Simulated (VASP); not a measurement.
Set up this calculation in VASP 6.6.1, as the native input.

```yaml
Task: single point
Functional: LDA
Potentials_or_basis: VASP PAW LDA potentials, release 64 (C, O)
Cutoff: 520 eV
k_mesh: 6 × 6 × 12
Occupations: gaussian, width 0.02 eV
Spin: no spin polarisation
Dipole_correction: no
Further_INCAR_settings: ALGO = Normal; EDIFF = 1e-06; NBANDS = 25
```

The structure of CO2 lies in POSCAR:

```
CO2
1.0
    4.6885947599      0.0000000000      0.0000000000
    0.0000000000      4.9235490221      0.0000000000
    0.0000000000      0.0000000000      2.1264439245
C O
2 4
Direct
    0.5000000000      0.5000000000      0.5000000000
    0.0000000000      0.0000000000      0.0000000000
    0.3430640412      0.3672359077      0.0000000000
    0.8430640412      0.1327640923      0.5000000000
    0.1569359588      0.8672359077      0.5000000000
    0.6569359588      0.6327640923      0.0000000000
```

One way to write it, as run:

INCAR

```
SYSTEM = CO2
PREC     = Accurate       ! precision mode
ENCUT    = 520            ! plane-wave cutoff, eV
EDIFF    = 1E-6           ! SCF threshold, eV
ISMEAR   = 0              ! smearing method
SIGMA    = 0.02           ! smearing width, eV
LREAL    = .FALSE.        ! projectors in reciprocal space
LASPH    = .TRUE.         ! aspherical terms in the spheres
NELM     = 100            ! most SCF steps
ALGO     = Normal         ! electronic algorithm
ISIF     = 2              ! what is computed and relaxed
LWAVE    = .FALSE.        ! write WAVECAR
LCHARG   = .FALSE.        ! write CHGCAR
NBANDS   = 25             ! bands
```

KPOINTS

```
Automatic mesh
0
G
  6 6 12
  0 0 0
```

Potentials or basis: VASP PAW LDA potentials, release 64 (C, O).

Command:

```console
$ cat potpaw_LDA.64/C/POTCAR potpaw_LDA.64/O/POTCAR > POTCAR
$ mpirun -np 1 vasp_std > vasp.out
```

It gave:

```
Pressure               : 1.9 GPa
Largest force          : 0.242 eV/Å
Band gap on the k mesh : 0.74 eV, indirect (least direct gap 1.10 eV)
```

It took 33 s on 1 thread of Intel(R) Xeon(R) 6975P-C (Granite Rapids) (shared host), peak memory 0.21 GiB.
